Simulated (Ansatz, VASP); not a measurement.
Two plane-wave programs on TiO2

```
CELL_PARAMETERS angstrom
-1.87513 1.87513 4.71463
1.87513 -1.87513 4.71463
1.87513 1.87513 -4.71463
ATOMIC_POSITIONS crystal
Ti 0.00000 0.00000 0.00000
Ti 0.75000 0.25000 0.50000
O 0.20810 0.20810 0.00000
O 0.95810 0.45810 0.50000
O 0.54190 0.04190 0.50000
O 0.79190 0.79190 0.00000
```

Alike in both runs: task single point; functional PBEsol; k mesh 8 × 8 × 8; no spin polarisation.

|  | VASP | Ansatz |
| --- | --- | --- |
| version | VASP 6.6.1 | Ansatz 0.2.0 |
| potentials or method | VASP PAW PBE potentials, release 64 (Ti_sv, O), cutoff 520 eV | plane waves, PAW |
| occupations | gaussian, width 0.01 eV | fixed |
| valence electrons in the cell | 48 | 48 |

```tsv
	VASP	Ansatz	Ansatz less VASP
pressure (GPa)	5.9	5.2	-0.73
traceless stress, the component that is largest in VASP (GPa)	0.93	0.87	-0.064
```

VASP's potentials were made for PBE, not for PBEsol.
